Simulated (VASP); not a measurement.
Wanted: the native input for a VASP 6.6.1 run.

```
Task                   : single point
Functional             : PBE
Potentials or basis    : VASP PAW PBE potentials, release 64 (Cu, O)
Cutoff                 : 520 eV
k mesh                 : 5 × 5 × 1
Occupations            : gaussian, width 0.1 eV
Spin                   : no spin polarisation
Dipole correction      : yes
Further INCAR settings : ALGO = Normal; EDIFF = 1e-06; NBANDS = 81
```

The structure of Cu12O lies in POSCAR:

```
Cu12O
1.0
    5.1319544654      0.0000000000      0.0000000000
    0.0000000000      5.1319544654      0.0000000000
    0.0000000000      0.0000000000     19.0279314150
Cu O
12 1
Direct
    0.2500000000      0.2500000000      0.2102172807
    0.2500000000      0.7500000000      0.2102172807
    0.7500000000      0.2500000000      0.2102172807
    0.7500000000      0.7500000000      0.2102172807
    0.0000000000      0.0000000000      0.3029241254
    0.0000000000      0.5000000000      0.3029241254
    0.5000000000      0.0000000000      0.3029241254
    0.5000000000      0.5000000000      0.3029241254
    0.2500000000      0.2500000000      0.3956253179
    0.2500000000      0.7500000000      0.3956253179
    0.7500000000      0.2500000000      0.3956253179
    0.7500000000      0.7500000000      0.3956253179
    0.3333333333      0.3333333333      0.4797837115
```

These files were run (other wordings do the same):

INCAR

```
ALGO = Normal
DIPOL = 0.5 0.5 0.317
EDIFF = 1E-6
ENCUT = 520
GGA = PE
IDIPOL = 3
ISIF = 2
ISMEAR = 0
LASPH = True
LCHARG = False
LDIPOL = True
LREAL = False
LWAVE = False
NBANDS = 81
NELM = 60
PREC = Accurate
SIGMA = 0.1
```

KPOINTS

```
k-points
0
Gamma
  5 5 1
```

Potentials or basis: VASP PAW PBE potentials, release 64 (Cu, O).

Command:

```sh
$ cat potpaw_PBE.64/Cu/POTCAR potpaw_PBE.64/O/POTCAR > POTCAR
$ mpirun -np 1 vasp_std > vasp.out
```

It gave:

```json
{"Largest force": "0.974 eV/Å", "Band gap on the k mesh": "zero (band 69 reaches -1.08 eV, above the bottom of band 70 at -1.68 eV)"}
```

It took 16 min on 1 thread of Intel(R) Xeon(R) Platinum 8488C (Sapphire Rapids), on a shared host, peak memory 0.64 GiB.
